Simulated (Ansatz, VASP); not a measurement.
**One calculation of Cl, two programs**

```
CELL_PARAMETERS angstrom
3.12000 -2.24000 0.00000
3.12000 2.24000 0.00000
0.00000 0.00000 8.26000
ATOMIC_POSITIONS crystal
Cl 0.13000 0.87000 0.10000
Cl 0.63000 0.37000 0.40000
Cl 0.87000 0.13000 0.90000
Cl 0.37000 0.63000 0.60000
```

Alike in both runs: task relaxation of cell and atoms; functional PBE; dispersion D3(BJ); k mesh 8 × 8 × 4; occupations gaussian, width 0.02 eV; no spin polarisation.

|  | VASP | Ansatz |
| --- | --- | --- |
| version | VASP 6.6.1 | Ansatz 0.2.0 |
| potentials or method | VASP PAW PBE potentials, release 64 (Cl), cutoff 600 eV | scalar-relativistic, plane waves, PAW |
| valence electrons in the cell | 28 | 28 |

Ansatz gave:

- gap on the k mesh at the Fermi level, each at its own relaxed structure (eV): 2.19
- relaxed volume (Å³/atom): 27.13
- relaxed cell length with the largest relative difference (Å): 8.092

Which values does VASP return?

gap on the k mesh at the Fermi level, each at its own relaxed structure (eV): 2.33; relaxed volume (Å³/atom): 27.27; relaxed cell length with the largest relative difference (Å): 8.110.
